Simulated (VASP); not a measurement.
Write the native input for VASP 6.6.1 that does the following.

```
Task                   : single point
Functional             : LDA
Potentials or basis    : VASP PAW LDA potentials, release 64 (C, H)
Cutoff                 : 520 eV
k mesh                 : 6 × 3 × 1
Occupations            : gaussian, width 0.1 eV
Spin                   : no spin polarisation
Dipole correction      : yes
Further INCAR settings : ALGO = Normal; EDIFF = 1e-07; NBANDS = 38
```

The structure of HC6 lies in POSCAR:

```
HC6
1.0
    4.8889075235      0.0000000000      0.0000000000
   -1.2222268809      8.7842777898      0.0000000000
    0.0000000000      0.0000000000     22.7472999250
C H
12 2
Direct
    0.0193593843      0.0774375370      0.1758450459
    0.5193593842      0.0774375370      0.1758450459
    0.2741992303      0.0967969212      0.2059521363
    0.7741992303      0.0967969212      0.2059521363
    0.2838789224      0.1355156897      0.2661663168
    0.7838789224      0.1355156897      0.2661663168
    0.0386178296      0.1544718076      0.2954947895
    0.5386178296      0.1544718076      0.2954947895
    0.0488209147      0.1952857701      0.3583563417
    0.5488209147      0.1952857701      0.3583563417
    0.3031079910      0.2124325380      0.3845423393
    0.8031079910      0.2124325380      0.3845423393
    0.0488209147      0.1287047909      0.5428028806
    0.0488209147      0.2618667493      0.5428028806
```

One way to write it, as run:

INCAR

```
PREC = Accurate
ENCUT = 520
EDIFF = 1E-7
ISMEAR = 0
SIGMA = 0.1
LREAL = F
LASPH = T
NELM = 80
ALGO = Normal
ISIF = 2
LWAVE = F
LCHARG = T
LDIPOL = T
IDIPOL = 3
DIPOL = 0.5 0.5 0.318
GGA = CA
LELF = T
LVHAR = T
LVACPOTAV = T
NBANDS = 38
```

KPOINTS

```
Automatic mesh
0
Gamma
  6 3 1
```

Potentials or basis: VASP PAW LDA potentials, release 64 (C, H).

The run is started by

```sh
$ cat potpaw_LDA.64/C/POTCAR potpaw_LDA.64/H/POTCAR > POTCAR
$ mpirun -np 1 vasp_std > vasp.out
```

It gave:

```
Largest force          : 4.454 eV/Å
Band gap on the k mesh : 0.09 eV
```

It took 10 min on 1 thread of Oxide Virtual Turin-like Processor (shared host), peak memory 0.75 GiB.
